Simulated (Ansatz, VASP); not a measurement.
**One calculation of In3Cu, two programs**

```
CELL_PARAMETERS angstrom
4.48277 0.00000 0.00000
0.00000 4.48277 0.00000
0.00000 0.00000 4.48277
ATOMIC_POSITIONS crystal
In 0.00000 0.50000 0.50000
In 0.50000 0.00000 0.50000
In 0.50000 0.50000 0.00000
Cu 0.00000 0.00000 0.00000
```

Alike in both runs: task single point; functional r2SCAN; dispersion D4; k mesh 1 × 1 × 1; occupations gaussian, width 0.1 eV; no spin polarisation.

```csv
,VASP,Ansatz
version,VASP 6.6.1,Ansatz 0.2.0
potentials or method,"VASP PAW PBE potentials, release 64 (In_d, Cu), cutoff 660 eV","scalar-relativistic, plane waves, PAW"
valence electrons in the cell,50,58
```

```csv
,VASP,Ansatz,Ansatz less VASP
least direct gap on the mesh (eV),1.41,0.00,-1.414
pressure (GPa),0.4,0.3,-0.08
```

VASP's potentials were made for PBE, not for r2SCAN. VASP's potentials hold 50 valence electrons a cell and Ansatz's 58, so a difference there can come from the potentials and not from the codes.

The k mesh is coarse, so the values compare programs but aren't converged.
